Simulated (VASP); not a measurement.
# Cd4SeS3 (P3m1) in VASP: notebook, part 2 of 2

VASP 6.6.1.

## 4. Single point, PBE

INCAR reads:

```
SYSTEM = Cd4SeS3
PREC     = Accurate       ! precision mode
ENCUT    = 520            ! plane-wave cutoff, eV
EDIFF    = 1E-6           ! SCF threshold, eV
ISMEAR   = 0              ! smearing method
SIGMA    = 0.02           ! smearing width, eV
LREAL    = .False.        ! projectors in reciprocal space
LASPH    = .True.         ! aspherical terms in the spheres
NELM     = 60             ! most SCF steps
ALGO     = Normal         ! electronic algorithm
ISIF     = 2              ! what is computed and relaxed
LWAVE    = .False.        ! write WAVECAR
LCHARG   = .False.        ! write CHGCAR
GGA      = PE             ! functional
NBANDS   = 46             ! bands
```

KPOINTS reads:

```
regular mesh
0
Gamma
  6 6 2
  0 0 0
```

POSCAR reads:

```
Cd4SeS3
1.0
    4.2414692135      0.0000000000      0.0000000000
   -2.1207346068      3.6732200883      0.0000000000
    0.0000000000      0.0000000000     13.8270021000
Cd Se S
4 1 3
Direct
    0.3333333333      0.6666666667      0.0047750000
    0.3333333333      0.6666666667      0.4942740000
    0.6666666667      0.3333333333      0.2495360000
    0.6666666667      0.3333333333      0.7604340000
    0.3333333333      0.6666666667      0.6885050000
    0.3333333333      0.6666666667      0.1908310000
    0.6666666667      0.3333333333      0.4356190000
    0.6666666667      0.3333333333      0.9460270000
```

Potentials or basis: VASP PAW PBE potentials, release 64 (Cd, Se, S).

Run with:

```console
$ cat potpaw_PBE.64/Cd/POTCAR potpaw_PBE.64/Se/POTCAR potpaw_PBE.64/S/POTCAR > POTCAR
$ mpirun -np 1 vasp_std > vasp.out
```

OUTCAR:

```text
SYSTEM = Cd4SeS3
   PREC = Accurate
   ENCUT = 520
   EDIFF = 1E-6
   ISMEAR = 0
   LREAL = .False.
   LASPH = .True.
   NELM = 60
   ISIF = 2
   GGA = PE

 ion  position               nearest neighbor table
   1  0.333  0.667  0.005-   6 2.57   8 2.58   8 2.58   8 2.58
   2  0.333  0.667  0.494-   7 2.58   7 2.58   7 2.58   5 2.69
   3  0.667  0.333  0.250-   7 2.57   6 2.58   6 2.58   6 2.58
   4  0.667  0.333  0.760-   8 2.57   5 2.64   5 2.64   5 2.64
   5  0.333  0.667  0.689-   4 2.64   4 2.64   4 2.64   2 2.69
   6  0.333  0.667  0.191-   1 2.57   3 2.58   3 2.58   3 2.58
   7  0.667  0.333  0.436-   3 2.57   2 2.58   2 2.58   2 2.58
   8  0.667  0.333  0.946-   4 2.57   1 2.58   1 2.58   1 2.58

  LATTYP: Found a hexagonal cell.
[... 885 lines left out ...]
  in kB        2.8857976      2.8857976      2.9162131     -0.0000000      0.0000000     -0.0000000
  external PRESSURE =       2.8959361 kB  Pullay stress =       0.0000000 kB

 VOLUME and BASIS-vectors are now :
 -----------------------------------------------------------------------------
  energy-cutoff  :      520.00
  volume of cell :      215.42
      direct lattice vectors                 reciprocal lattice vectors
     4.241469214  0.000000000  0.000000000     0.235767360  0.136120349  0.000000000
    -2.120734607  3.673220088  0.000000000     0.000000000  0.272240698  0.000000000
     0.000000000  0.000000000 13.827002100     0.000000000  0.000000000  0.072322257

 POSITION                                       TOTAL-FORCE (eV/Angst)
 -----------------------------------------------------------------------------------
     -0.00000      2.44881      0.06602        -0.000000      0.000000     -0.003730
     -0.00000      2.44881      6.83433        -0.000000      0.000000      0.003577
      2.12073      1.22441      3.45033        -0.000000      0.000000     -0.004471
      2.12073      1.22441     10.51452        -0.000000     -0.000000      0.002780
     -0.00000      2.44881      9.51996         0.000000      0.000000     -0.014136
     -0.00000      2.44881      2.63862         0.000000      0.000000      0.004523
      2.12073      1.22441      6.02330        -0.000000     -0.000000      0.004444
      2.12073      1.22441     13.08072         0.000000     -0.000000      0.007012
 -----------------------------------------------------------------------------------
    total drift:                               -0.000000      0.000000      0.000676

  FREE ENERGIE OF THE ION-ELECTRON SYSTEM (eV)
  ---------------------------------------------------
  free  energy   TOTEN  =       -23.8958902457 eV

  energy  without entropy=      -23.8958902457  energy(sigma->0) =      -23.89589025
```

stdout:

```text
POSCAR found type information on POSCAR CdSeS
 POSCAR found :  3 types and       8 ions
 scaLAPACK will be used
 LDA part: xc-table for (Slater+PW92), standard interpolation
 POSCAR, INCAR and KPOINTS ok, starting setup
 FFT: planning ... GRIDC
 FFT: planning ... GRID_SOFT
 FFT: planning ... GRID
 WAVECAR not read
 entering main loop
```

Wall time 86 s (1 thread of AMD EPYC 9R45 (Zen 5), shared host); peak memory 0.35 GiB.

Results:

- Free energy: -23.8959 eV
- Pressure: 0.3 GPa
- Largest force: 0.014 eV/Å
- Band gap on the k mesh: 0.74 eV

Forces in eV/Å, atoms in the order of the input:
```
Cd   0.000  0.000 -0.004
Cd   0.000  0.000  0.004
Cd   0.000  0.000 -0.004
Cd   0.000  0.000  0.003
Se   0.000  0.000 -0.014
S    0.000  0.000  0.005
S    0.000  0.000  0.004
S    0.000  0.000  0.007
```

Levels at points of the mesh, in eV from the valence-band top:
| k point | band 32 | band 33 | band 34 | band 35 | band 36 | band 37 | band 38 | band 39 | band 40 | band 41 |
| --- | --- | --- | --- | --- | --- | --- | --- | --- | --- | --- |
| (0.00, 0.00, 0.00) | -0.52 | -0.52 | -0.27 | 0.00 | 0.00 | 0.74 | 2.29 | 2.34 | 2.61 | 5.68 |
| (0.50, 0.00, 0.00) | -1.52 | -1.46 | -1.34 | -1.31 | -0.78 | 3.08 | 3.09 | 3.26 | 3.53 | 4.78 |
| (0.00, 0.00, 0.50) | -0.79 | -0.46 | -0.46 | -0.01 | -0.01 | 1.63 | 1.67 | 2.34 | 2.60 | 5.78 |
| (0.50, 0.00, 0.50) | -1.73 | -1.31 | -1.19 | -1.16 | -0.83 | 2.90 | 2.94 | 3.48 | 3.59 | 5.06 |

Caveat: semilocal functionals underestimate gaps, and a narrow one can read as zero.

## 5. Single point, r2SCAN

POSCAR is that of step 4.

INCAR.step1 reads:

```
SYSTEM = Cd4SeS3
  PREC = Accurate
  ENCUT = 520
  ISMEAR = 0
  SIGMA = 0.02
  LREAL = .False.
  LASPH = .True.
  NELM = 60
  NBANDS = 46
  GGA = PE
  ALGO = Normal
  EDIFF = 1E-4
  LWAVE = .True.
  LCHARG = .False.
```

INCAR.step2 reads:

```
SYSTEM = Cd4SeS3
  PREC = Accurate
  ENCUT = 520
  EDIFF = 1E-7
  ISMEAR = 0
  SIGMA = 0.02
  LREAL = .False.
  LASPH = .True.
  NELM = 60
  ALGO = Normal
  ISIF = 2
  LWAVE = .False.
  LCHARG = .False.
  METAGGA = R2SCAN
  LMIXTAU = .True.
  NBANDS = 46
  ISTART = 1
```

KPOINTS reads:

```
Automatic mesh
0
Gamma
  6 6 2
  0 0 0
```

Run with:

```console
$ cat potpaw_PBE.64/Cd/POTCAR potpaw_PBE.64/Se/POTCAR potpaw_PBE.64/S/POTCAR > POTCAR
$ cp INCAR.step1 INCAR
$ mpirun -np 1 vasp_std > vasp.out
$ cp INCAR.step2 INCAR
$ mpirun -np 1 vasp_std > vasp.out
```

Run time: 7.5 min. Hardware: 1 thread of AMD EPYC 9R45 (Zen 5), shared host; peak memory 0.4 GiB.

The run converged. Its results:

* Free energy: -124.9271 eV
* Pressure: -1.2 GPa
* Largest force: 0.022 eV/Å
* Band gap on the k mesh: 1.19 eV

Forces in eV/Å, atoms in the order of the input:
```
Cd   0.000  0.000 -0.002
Cd   0.000  0.000  0.011
Cd   0.000  0.000 -0.005
Cd   0.000  0.000 -0.022
Se   0.000  0.000  0.006
S    0.000  0.000  0.003
S    0.000  0.000  0.002
S    0.000  0.000  0.007
```

Levels at points of the mesh, in eV from the valence-band top:
```tsv
k point	band 33	band 34	band 35	band 36	band 37	band 38	band 39	band 40
(0.00, 0.00, 0.00)	-0.53	-0.28	0.00	0.00	1.19	2.73	2.78	3.08
(0.50, 0.00, 0.00)	-1.49	-1.37	-1.33	-0.80	3.46	3.50	3.71	3.90
(0.00, 0.00, 0.50)	-0.47	-0.47	-0.01	-0.01	2.04	2.06	2.78	3.07
(0.50, 0.00, 0.50)	-1.34	-1.22	-1.18	-0.85	3.31	3.35	3.86	3.98
```

Caveat: the PAW data sets were made with another functional, which shifts forces and pressure a little.

## 6. Summary

```tsv
level	smearing	gap on the mesh (eV)	pressure (GPa)	largest force (eV/Å)
PBE	gaussian 0.1 eV	0.74	0.3	0.01
PBE	gaussian 0.02 eV	0.74	0.3	0.01
r2SCAN	gaussian 0.02 eV	1.19	-1.2	0.02
```

Alike in all rows: task single point; potentials or basis VASP PAW PBE potentials, release 64 (Cd, Se, S); no spin polarisation; cell as given; k mesh 6 × 6 × 2; cutoff (eV) 520.

On the cell as given the gap runs from 0.74 eV (PBE) to 1.19 eV (r2SCAN). The pressure there spans -1.2 GPa (r2SCAN) to 0.3 GPa (PBE); a positive pressure means that this level wants a larger cell, a negative one a smaller.

Caveats: semilocal functionals underestimate gaps, and a narrow one can read as zero (at least some runs); the PAW data sets were made with another functional, which shifts forces and pressure a little (at least some runs).

Absolute energies hang on the potentials; compare differences alone.
